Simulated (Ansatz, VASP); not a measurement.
## Two plane-wave programs on GaN

```
Ga N
1.0
     3.24405    0.00000    0.00000
    -1.62203    2.80943    0.00000
     0.00000    0.00000    5.28174
Ga N
2 2
Cartesian
  0.0000 1.8730 -0.0051
  1.6220 0.9365 2.6358
  0.0000 1.8730 1.9857
  1.6220 0.9365 4.6266
```

Alike in both runs: functional RPBE; k mesh 6 × 6 × 4; no spin polarisation.

Ansatz relaxed the structure, and its values are those at the end. VASP's run is a single point on that final structure, the one shown.

|  | VASP | Ansatz |
| --- | --- | --- |
| version | VASP 6.6.1 | Ansatz 0.2.0 |
| potentials or method | VASP PAW PBE potentials, release 64 (Ga_d, N), cutoff 520 eV | plane waves, PAW |
| occupations | gaussian, width 0.01 eV | fixed |
| valence electrons in the cell | 36 | 36 |

VASP gave:

| Item | Value |
| --- | --- |
| pressure (GPa) | -0.1 |

Which values does Ansatz return?

Pressure (GPa): 0.0.

VASP's potentials were made for PBE, not for RPBE.
